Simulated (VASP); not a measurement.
Ca, 1 atom in the cell. Symmetry: Fm-3m, No. 225, cubic system. Conventional cell: a = 5.524 Å, b = 5.524 Å, c = 5.524 Å, α = 90.00°, β = 90.00°, γ = 90.00°. Ca (site symmetry m-3m) has 12 Ca at 3.91 Å within 5.1 Å. 

| Property | Result |
| --- | --- |
| Program | VASP 6.6.1 |
| Task | single point |
| Functional | PBE |
| Potentials or basis | VASP PAW PBE potentials, release 64 (Ca_sv) |
| Cutoff | 520 eV |
| k mesh | 16 × 16 × 16 |
| Occupations | fermi-dirac, width 0.05 eV |
| Spin | no spin polarisation |
| Dipole correction | no |
| Further INCAR settings | ALGO = Normal; EDIFF = 1e-07; NBANDS = 11 |

Potentials or basis: VASP PAW PBE potentials, release 64 (Ca_sv).

Command:

```console
$ cat potpaw_PBE.64/Ca_sv/POTCAR > POTCAR
$ mpirun -np 1 vasp_std > vasp.out
```

Hardware: 1 thread of Intel(R) Xeon(R) Platinum 8259CL CPU @ 2.50GHz (Skylake/Cascade Lake), on a shared host.

**Question.** How long does it take, and how much memory?

**Answer.** Run time: 56 s on 1 thread of Intel(R) Xeon(R) Platinum 8259CL CPU @ 2.50GHz (Skylake/Cascade Lake), with other jobs on the host, peak memory 0.21 GiB. Counts: scf iterations 13, k points 145.
